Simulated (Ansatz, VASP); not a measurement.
# Cr in VASP and in Ansatz

INCAR

```
SYSTEM = Cr
ALGO     = Fast           ! electronic algorithm
EDIFF    = 1E-6           ! SCF threshold, eV
EDIFFG   = -0.01          ! ionic threshold
ENCUT    = 600            ! plane-wave cutoff, eV
GGA      = PS             ! functional
IBRION   = 2              ! ionic algorithm
ISIF     = 3              ! what is computed and relaxed
ISMEAR   = 0              ! smearing method
LASPH    = .True.         ! aspherical terms in the spheres
LCHARG   = .False.        ! write CHGCAR
LREAL    = .False.        ! projectors in reciprocal space
LWAVE    = .False.        ! write WAVECAR
NELM     = 100            ! most SCF steps
NSW      = 100            ! ionic steps
PREC     = Accurate       ! precision mode
SIGMA    = 0.1            ! smearing width, eV
```

KPOINTS

```
k-points
0
Gamma
  26 26 26
  0 0 0
```

The input POSCAR:

```
Cr
1.0
   -2.2179911036      2.2179911036      1.2064254753
    2.2179911036     -2.2179911036      1.2064254753
    2.2179911036      2.2179911036     -1.2064254753
Cr
2
Direct
    0.0000000000      0.0000000000      0.0000000000
    0.7500000000      0.2500000000      0.5000000000
```

Input for Ansatz:

```yaml
crystal:
  lattice:
    - [-2.2179911036, 2.2179911036, 1.2064254753]
    - [2.2179911036, -2.2179911036, 1.2064254753]
    - [2.2179911036, 2.2179911036, -1.2064254753]
  atoms:
    - { symbol: Cr, position: [0.0, 0.0, 0.0] }
    - { symbol: Cr, position: [0.75, 0.25, 0.5] }
basis:
  ecutwfc: 420
kpoints:
  mp_grid: { grid: [26, 26, 26] }
hamiltonian:
  xc: pbesol
scf:
  occupations: { method: gaussian, width: 0.1 }
output:
  forces: true
  stress: true
  eigenvalues: true
relax:
  adjacent_minimum: "off"
  f_tol: 0.01
  max_steps: 80
  cell: { stress_tol: 0.05 }
```

Alike in both runs: task relaxation of cell and atoms; functional PBEsol; k mesh 26 × 26 × 26; occupations gaussian, width 0.1 eV; no spin polarisation.

```csv
,VASP,Ansatz
version,VASP 6.6.1,Ansatz 0.2.0
potentials or method,"VASP PAW PBE potentials, release 64 (Cr_pv), cutoff 600 eV","scalar-relativistic, plane waves, PAW"
valence electrons in the cell,24,28
```

```csv
,VASP,Ansatz,Ansatz less VASP
"gap on the k mesh at the Fermi level, each at its own relaxed structure (eV)",none,none,-
relaxed volume (Å³/atom),11.84,11.85,+0.012
relaxed length of the cell vector where the two differ most in proportion (Å),3.363,3.362,-0.0006
```

VASP's potentials were made for PBE, not for PBEsol. A gap of «none» marks a metal or a gap that the smearing closes. VASP's potentials hold 24 valence electrons a cell and Ansatz's 28, so a difference there can come from the potentials and not from the codes.
